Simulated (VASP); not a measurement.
# NiGe3 (Pm-3m) in VASP: further runs, part 2 of 3

VASP 6.6.1. The steps go on from the part before.

## Step 4: Single point, PBE

INCAR

```
SYSTEM = NiGe3
PREC = Accurate
ENCUT = 520
EDIFF = 1E-6
ISMEAR = 0
SIGMA = 0.1
LREAL = .False.
LASPH = .True.
NELM = 100
ALGO = Normal
ISIF = 2
LWAVE = .False.
LCHARG = .True.
GGA = PE
LELF = .True.
LVHAR = .True.
NBANDS = 34
```

KPOINTS

```
Automatic mesh
0
Gamma
  6 6 6
  0 0 0
```

POSCAR

```
NiGe3
1.0
    4.0326394089      0.0000000000      0.0000000000
    0.0000000000      4.0326394089      0.0000000000
    0.0000000000      0.0000000000      4.0326394089
Ge Ni
3 1
Direct
    0.0000000000      0.5000000000      0.5000000000
    0.5000000000      0.0000000000      0.5000000000
    0.5000000000      0.5000000000      0.0000000000
    0.0000000000      0.0000000000      0.0000000000
```

Potentials or basis: VASP PAW PBE potentials, release 64 (Ge_d, Ni).

The run is started by

```console
cat potpaw_PBE.64/Ge_d/POTCAR potpaw_PBE.64/Ni/POTCAR > POTCAR
mpirun -np 1 vasp_std > vasp.out
```

OUTCAR:

```text
SYSTEM = NiGe3
   PREC = Accurate
   ENCUT = 520
   EDIFF = 1E-6
   ISMEAR = 0
   LREAL = .False.
   LASPH = .True.
   NELM = 100
   ISIF = 2
   GGA = PE

 ion  position               nearest neighbor table
   1  0.000  0.500  0.500-   2 2.85   3 2.85   4 2.85   3 2.85   4 2.85   2 2.85   4 2.85   4 2.85
                             2 2.85   3 2.85   3 2.85   2 2.85
   2  0.500  0.000  0.500-   1 2.85   3 2.85   4 2.85   3 2.85   4 2.85   1 2.85   3 2.85   3 2.85
                             1 2.85   4 2.85   4 2.85   1 2.85
   3  0.500  0.500  0.000-   1 2.85   2 2.85   4 2.85   1 2.85   2 2.85   2 2.85   4 2.85   2 2.85
                             1 2.85   4 2.85   1 2.85   4 2.85
   4  0.000  0.000  0.000-   1 2.85   2 2.85   3 2.85   1 2.85   2 2.85   1 2.85   3 2.85   1 2.85
                             2 2.85   3 2.85   2 2.85   3 2.85

  LATTYP: Found a simple cubic cell.
 ALAT       =     4.0326394089

  Lattice vectors:

 A1 = (   4.0326394089,   0.0000000000,   0.0000000000)
 A2 = (   0.0000000000,   4.0326394089,   0.0000000000)
 A3 = (   0.0000000000,   0.0000000000,   4.0326394089)

Analysis of symmetry for initial positions (statically):
=====================================================================
 Subroutine PRICEL returns:
 Original cell was already a primitive cell.

 Routine SETGRP: Setting up the symmetry group for a
 simple cubic supercell.

 Subroutine GETGRP returns: Found 48 space group operations
 (whereof 48 operations were pure point group operations)
 out of a pool of 48 trial point group operations.

The static configuration has the point symmetry O_h .

Analysis of symmetry for dynamics (positions and initial velocities):
=====================================================================
 Subroutine PRICEL returns:
 Original cell was already a primitive cell.

 Routine SETGRP: Setting up the symmetry group for a
 simple cubic supercell.

 Subroutine GETGRP returns: Found 48 space group operations
 (whereof 48 operations were pure point group operations)
 out of a pool of 48 trial point group operations.

The dynamic configuration has the point symmetry O_h .

 Subroutine INISYM returns: Found 48 space group operations
 (whereof 48 operations are pure point group operations),
 and found     1 'primitive' translations

----------------------------------------------------------------------------------------

                                     Primitive cell

  volume of cell :      65.5795

  direct lattice vectors                    reciprocal lattice vectors
     4.032639409  0.000000000  0.000000000     0.247976548  0.000000000  0.000000000
     0.000000000  4.032639409  0.000000000     0.000000000  0.247976548  0.000000000
     0.000000000  0.000000000  4.032639409     0.000000000  0.000000000  0.247976548

  length of vectors
     4.032639409  4.032639409  4.032639409     0.247976548  0.247976548  0.247976548

  position of ions in fractional coordinates (direct lattice)
     0.000000000  0.500000000  0.500000000
     0.500000000  0.000000000  0.500000000
     0.500000000  0.500000000  0.000000000
     0.000000000  0.000000000  0.000000000

  ion indices of the primitive-cell ions
   primitive index   ion index
                 1           1
                 2           2
                 3           3
                 4           4

[... 30 lines left out ...]
  0.333333  0.000000  0.000000      6.000000
  0.500000  0.000000  0.000000      3.000000
  0.166667  0.166667  0.000000     12.000000
  0.333333  0.166667  0.000000     24.000000
[... 12 lines left out ...]
  0.500000  0.500000  0.333333      6.000000
  0.500000  0.500000  0.500000      1.000000
   k-points           NKPTS =     20   k-points in BZ     NKDIM =     20   number of bands    NBANDS=     34
   number of dos      NEDOS =    301   number of ions     NIONS =      4
   total plane-waves  NPLWV =  27000
   dimension x,y,z NGX =    30 NGY =   30 NGZ =   30
   dimension x,y,z NGXF=    60 NGYF=   60 NGZF=   60
   ions per type =               3   1
   NGX,Y,Z   is equivalent  to a cutoff of  12.37, 12.37, 12.37 a.u.
   NGXF,Y,Z  is equivalent  to a cutoff of  24.74, 24.74, 24.74 a.u.
 SYSTEM =  NiGe3
   PREC   = accura    normal or accurate (medium, high low for compatibility)
   ISTART =      0    job   : 0-new  1-cont  2-samecut
   ICHARG =      2    charge: 1-file 2-atom 10-const
   ISPIN  =      1    spin polarized calculation?
   LNONCOLLINEAR =      F non collinear calculations
   LSORBIT =      F    spin-orbit coupling
   LASPH  =      T    aspherical Exc in radial PAW
   ENCUT  =  520.0 eV  38.22 Ry    6.18 a.u.   7.50  7.50  7.50*2*pi/ulx,y,z
   NELM   =    100;   NELMIN=  2; NELMDL= -5     # of ELM steps
   EDIFF  = 0.1E-05   stopping-criterion for ELM
   LREAL  =      F    real-space projection
   EDIFFG = 0.1E-04   stopping-criterion for IOM
   NSW    =      0    number of steps for IOM
   IBRION =     -1    ionic relax: 0-MD 1-quasi-New 2-CG
   NFREE  =      0    steps in history (QN), initial steepest desc. (CG)
   ISIF   =      2    stress and relaxation
   ISYM   =      2    0-nonsym 1-usesym 2-fastsym
   POTIM  = 0.5000    time-step for ionic-motion
   TEBEG  =    0.0;   TEEND  =   0.0 temperature during run
   PSTRESS=    0.0 pullay stress
   NELECT =      52.0000    total number of electrons
   NUPDOWN=      -1.0000    fix difference up-down
   EMIN   =  10.00;   EMAX   =-10.00  energy-range for DOS
   EFERMI =   0.00;   METHOD = LEGACY
   ISMEAR =     0;   SIGMA  =   0.10  broadening in eV -4-tet -1-fermi 0-gaus
   EFERMI_NEDOS =   21; number of points for ismear=-14 and -15
   IALGO  =     38    algorithm
   IMIX   =      4    mixing-type and parameters
     AMIX     =   0.40;   BMIX     =  1.00
     AMIX_MAG =   1.60;   BMIX_MAG =  1.00
  volume/ion in A,a.u.               =      16.39       110.64
  Fermi-wavevector in a.u.,A,eV,Ry     =   1.515258  2.863422 31.239065  2.296006
  Thomas-Fermi vector in A             =   2.624806
   LORBIT       =      0    0 simple, 1 ext, 2 COOP (PROOUT), +10 PAW based schemes
   GGA     = PE    functional components
   LHFCALC =     F    Hartree Fock is set to
   AEXX    =    0.0000 exact exchange contribution
   IVDW    =     0    specifies the selected vdW correction
   LEPSILON=     F    determine dielectric tensor
   LRPA    =     F    only Hartree local field effects (RPA)
 non-spin polarized calculation
 Gauss-broadening in eV      SIGMA  =   0.10
  energy-cutoff  :      520.00
  volume of cell :       65.58
 maximum number of plane-waves:      1791
 NGX is ok and might be reduce to    30
   NGX = 15   NGY = 15   NGZ = 15

 number of electron      51.9999878 magnetization

 Free energy of the ion-electron system (eV)
  ---------------------------------------------------
  ext. energy  EPLUGINS =         0.00000000
  ---------------------------------------------------
  free energy    TOTEN  =       -17.91968997 eV

  energy without entropy =      -17.89403667  energy(sigma->0) =      -17.90686332

 E-fermi :   7.5389     XC(G=0): -11.7712

 val. band max:        7.5342431705   @ k =   0.5000   0.1667   0.0000
 cond. band min:       7.5400515303   @ k =   0.3333   0.3333   0.1667
 fundamental gap:      0.0058083598
 Fermi energy:         7.5389414777

 k-point     1 :       0.0000    0.0000    0.0000
  band No.  band energies     occupation
      1     -17.2500      2.00000
      2     -17.2500      2.00000
      3     -17.2500      2.00000
      4     -17.2441      2.00000
      5     -17.1592      2.00000
      6     -17.1592      2.00000
[... 729 lines left out ...]
     33      16.0542      0.00000
     34      21.1312      0.00000

------------------------ aborting loop because EDIFF is reached ----------------------------------------

  FORCE on cell =-STRESS in cart. coord.  units (eV):
  Direction    XX          YY          ZZ          XY          YZ          ZX
  --------------------------------------------------------------------------------------
  -------------------------------------------------------------------------------------
  Total        0.2199426      0.2199426      0.2199426      0.0000000     -0.0000000     -0.0000000
  in kB        5.3734326      5.3734326      5.3734326      0.0000000     -0.0000000     -0.0000000
  external PRESSURE =       5.3734326 kB  Pullay stress =       0.0000000 kB

 VOLUME and BASIS-vectors are now :
 -----------------------------------------------------------------------------
  energy-cutoff  :      520.00
  volume of cell :       65.58
      direct lattice vectors                 reciprocal lattice vectors
     4.032639409  0.000000000  0.000000000     0.247976548  0.000000000  0.000000000
     0.000000000  4.032639409  0.000000000     0.000000000  0.247976548  0.000000000
     0.000000000  0.000000000  4.032639409     0.000000000  0.000000000  0.247976548

 POSITION                                       TOTAL-FORCE (eV/Angst)
 -----------------------------------------------------------------------------------
      0.00000      2.01632      2.01632         0.000000      0.000000      0.000000
      2.01632      0.00000      2.01632         0.000000      0.000000      0.000000
      2.01632      2.01632      0.00000         0.000000      0.000000      0.000000
      0.00000      0.00000      0.00000         0.000000      0.000000      0.000000
 -----------------------------------------------------------------------------------
    total drift:                                0.000000      0.000000     -0.000000

  FREE ENERGIE OF THE ION-ELECTRON SYSTEM (eV)
  ---------------------------------------------------
  free  energy   TOTEN  =       -17.9196899650 eV

  energy  without entropy=      -17.8940366653  energy(sigma->0) =      -17.90686332
```

OSZICAR:

```text
N       E                     dE             d eps       ncg     rms          rms(c)
DAV:   1     0.412489719148E+03    0.41249E+03   -0.24619E+04  1662   0.424E+03
DAV:   2     0.517920984084E+02   -0.36070E+03   -0.34847E+03  1360   0.744E+02
DAV:   3    -0.155677682093E+02   -0.67360E+02   -0.66035E+02  1552   0.197E+02
DAV:   4    -0.188129931152E+02   -0.32452E+01   -0.32143E+01  1550   0.499E+01
DAV:   5    -0.188859283656E+02   -0.72935E-01   -0.72879E-01  1692   0.754E+00    0.115E+01
DAV:   6    -0.257084342065E+02   -0.68225E+01   -0.41696E+01  1490   0.617E+01    0.254E+01
DAV:   7    -0.185144843055E+02    0.71939E+01   -0.10442E+01  1472   0.442E+01    0.725E+00
DAV:   8    -0.179074345174E+02    0.60705E+00   -0.25565E+00  1598   0.149E+01    0.113E+00
DAV:   9    -0.179214357329E+02   -0.14001E-01   -0.35222E-01  1478   0.329E+00    0.297E-01
DAV:  10    -0.179198958097E+02    0.15399E-02   -0.14320E-02  1568   0.132E+00    0.125E-01
DAV:  11    -0.179196619999E+02    0.23381E-03   -0.12809E-03  1854   0.514E-01    0.762E-02
DAV:  12    -0.179196891512E+02   -0.27151E-04   -0.20770E-04  1486   0.171E-01    0.185E-02
DAV:  13    -0.179196896649E+02   -0.51373E-06   -0.15337E-05  1786   0.500E-02    0.509E-03
DAV:  14    -0.179196899650E+02   -0.30006E-06   -0.62971E-07   792   0.817E-03
   1 F= -.17919690E+02 E0= -.17906863E+02  d E =-.256533E-01
```

stdout:

```text
POSCAR found type information on POSCAR GeNi
 POSCAR found :  2 types and       4 ions
 scaLAPACK will be used
 LDA part: xc-table for (Slater+PW92), standard interpolation
 POSCAR, INCAR and KPOINTS ok, starting setup
 FFT: planning ... GRIDC
 FFT: planning ... GRID_SOFT
 FFT: planning ... GRID
 WAVECAR not read
 entering main loop
```

It took 25 s on 1 thread of Intel Xeon 6975P-C (Granite Rapids), shared host; peak memory 0.18 GiB.

What came out:

| Item | Value |
| --- | --- |
| Free energy | -17.9197 eV |
| Pressure | 0.5 GPa |
| Band gap on the k mesh | zero (band 26 reaches 7.68 eV, above the bottom of band 27 at 6.78 eV) |

## Step 5: Single point, PBE

INCAR

```
SYSTEM = NiGe3
  ALGO = Normal
  EDIFF = 1E-6
  ENCUT = 520
  GGA = PE
  ISIF = 2
  ISMEAR = 0
  LASPH = .TRUE.
  LCHARG = .FALSE.
  LREAL = .FALSE.
  LWAVE = .FALSE.
  NBANDS = 34
  NELM = 100
  PREC = Accurate
  SIGMA = 0.1
```

KPOINTS

```
k-points
0
G
  10 10 10
  0 0 0
```

POSCAR

```
NiGe3
1.0
    4.0351724960      0.0000000000      0.0000000000
    0.0000000000      4.0351724960      0.0000000000
    0.0000000000      0.0000000000      4.0351724960
Ge Ni
3 1
Direct
    0.0000000000      0.5000000000      0.5000000000
    0.5000000000      0.0000000000      0.5000000000
    0.5000000000      0.5000000000      0.0000000000
    0.0000000000      0.0000000000      0.0000000000
```

The run is started by

```console
cat potpaw_PBE.64/Ge_d/POTCAR potpaw_PBE.64/Ni/POTCAR > POTCAR
mpirun -np 1 vasp_std > vasp.out
```

Run time: 56 s. Hardware: 1 thread of Intel Xeon 6975P-C (Granite Rapids), shared host; peak memory 0.23 GiB.

It converged, with:

```yaml
Free_energy: -17.9501 eV
Pressure: 0.0 GPa
Band_gap_on_the_k_mesh: zero (band 26 reaches 7.96 eV, above the bottom of band 27 at 6.78 eV)
```

Levels at points of the mesh, in eV from the Fermi level:
```
           k point  band 22  band 23  band 24  band 25  band 26  band 27  band 28  band 29  band 30  band 31
(0.00, 0.00, 0.00)    -1.38    -1.38    -1.38    -0.77    -0.77     0.30     3.41     3.41     3.41     5.63
(0.50, 0.00, 0.00)    -1.35    -1.30    -0.47    -0.47    -0.06    -0.06     0.33     0.71     2.07     6.07
(0.50, 0.50, 0.00)    -1.26    -1.20    -1.19     0.06     0.09     1.14     1.14     1.98     1.98     4.48
(0.50, 0.50, 0.50)    -4.78    -1.14    -1.14    -1.03    -0.79    -0.79    -0.79     8.08     8.08     8.44
```

Spin polarisation is off, so any magnetic state and its effect on volume and gap are missing.

(Continued in part 3 of 3.)
